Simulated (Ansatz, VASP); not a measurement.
# Nb in VASP and in Ansatz

INCAR

```
SYSTEM = Nb
ALGO = Fast ; EDIFF = 1E-6
ENCUT = 520 ; GGA = PE
ISIF = 2 ; ISMEAR = 0
LASPH = .True. ; LCHARG = .False.
LREAL = .False. ; LWAVE = .False.
NBANDS = 12 ; NELM = 60
PREC = Accurate ; SIGMA = 0.15
```

Contents of KPOINTS:

```
k-points
0
Gamma
  22 22 22
  0 0 0
```

File POSCAR:

```
Nb
1.0
   -1.7444682785      1.6649159791      1.6649159791
    1.6649159791     -1.7444682785      1.6649159791
    1.6649159791      1.6649159791     -1.7444682785
Nb
1
Direct
    0.0000000000      0.0000000000      0.0000000000
```

Input for Ansatz:

```yaml
crystal:
  lattice:
    - [-1.7444682785, 1.6649159791, 1.6649159791]
    - [1.6649159791, -1.7444682785, 1.6649159791]
    - [1.6649159791, 1.6649159791, -1.7444682785]
  atoms:
    - { symbol: Nb, position: [0.0, 0.0, 0.0] }
basis:
  ecutwfc: 420
kpoints:
  mp_grid: { grid: [22, 22, 22] }
hamiltonian:
  xc: pbe
scf:
  occupations: { method: gaussian, width: 0.15 }
output:
  forces: true
  stress: true
  eigenvalues: true
```

Alike in both runs: task single point; functional PBE; k mesh 22 × 22 × 22; occupations gaussian, width 0.15 eV; no spin polarisation.

|  | VASP | Ansatz |
| --- | --- | --- |
| version | VASP 6.6.1 | Ansatz 0.2.0 |
| potentials or method | VASP PAW PBE potentials, release 64 (Nb_sv), cutoff 520 eV | scalar-relativistic, plane waves, PAW |
| valence electrons in the cell | 13 | 13 |

VASP gave:

* gap on the k mesh at the Fermi level (eV): none
* pressure (GPa): -2.7
* traceless stress, the component that is largest in VASP (GPa): 0.86

What did Ansatz give for the same quantities?

gap on the k mesh at the Fermi level (eV): none; pressure (GPa): -2.4; traceless stress, the component that is largest in VASP (GPa): 0.84.

A gap of «none» marks a metal or a gap that the smearing closes. The functional is the same, so the differences come from potentials, cutoffs and numerics.
